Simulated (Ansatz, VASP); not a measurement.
**Two plane-wave programs on V**

File INCAR:

```
PREC = Accurate
ENCUT = 500
EDIFF = 1E-6
ISMEAR = 0
SIGMA = 0.1
LREAL = F
LASPH = T
NELM = 200
ALGO = Normal
ISIF = 2
LWAVE = F
LCHARG = T
ISPIN = 2
MAGMOM = 0.51
LORBIT = 11
LMAXMIX = 4
LDAU = T
LDAUTYPE = 2
LDAUL = 2
LDAUU = 0.61
LDAUJ = 0
LDAUPRINT = 1
GGA = PE
LELF = T
LVHAR = T
NBANDS = 16
GGA_COMPAT = F
```

KPOINTS

```
Automatic mesh
0
Gamma
  4 4 4
```

The input POSCAR:

```
V
1.0
   -1.5130000000      1.5130000000      1.5130000000
    1.5130000000     -1.5130000000      1.5130000000
    1.5130000000      1.5130000000     -1.5130000000
V
1
Direct
    0.0000000000      0.0000000000      0.0000000000
```

Input for Ansatz:

```yaml
crystal:
  lattice:
    - [-1.513, 1.513, 1.513]
    - [1.513, -1.513, 1.513]
    - [1.513, 1.513, -1.513]
  atoms:
    - { symbol: V, position: [0.0, 0.0, 0.0], spin: 0.51 }
basis:
  ecutwfc: 420
kpoints:
  mp_grid: { grid: [4, 4, 4] }
hamiltonian:
  xc: pbe
  hubbard: { sites: [{ species: V, l: d, u_eff: 0.61 }], projectors: atomic }
scf:
  occupations: { method: gaussian, width: 0.1 }
  lower_state_search: "off"
output:
  forces: true
  stress: true
  eigenvalues: true
  populations: true
magnetization:
  spin_polarized: true
```

Alike in both runs: task single point; functional PBE; k mesh 4 × 4 × 4; occupations gaussian, width 0.1 eV; collinear spin; Hubbard terms V d U = 0.61 eV.

|  | VASP | Ansatz |
| --- | --- | --- |
| version | VASP 6.6.1 | Ansatz 0.2.0 |
| potentials or method | VASP PAW PBE potentials, release 64 (V_sv), cutoff 500 eV | scalar-relativistic, plane waves, PAW |
| valence electrons in the cell | 13 | 13 |

```csv
,VASP,Ansatz,Ansatz less VASP
gap on the k mesh at the Fermi level (eV),none,none,-
pressure (GPa),-4.4,-5.8,-1.36
net moment per atom (μB),0.00,0.00,-0.002
```

The programs project onto different local orbitals, so the same U acts differently, and such runs can settle in different states. A gap of «none» marks a metal or a gap that the smearing closes. Ansatz's warnings: filled band counts differ across k points, seeded moment not kept.

The k mesh is coarse, so the values compare programs but aren't converged.
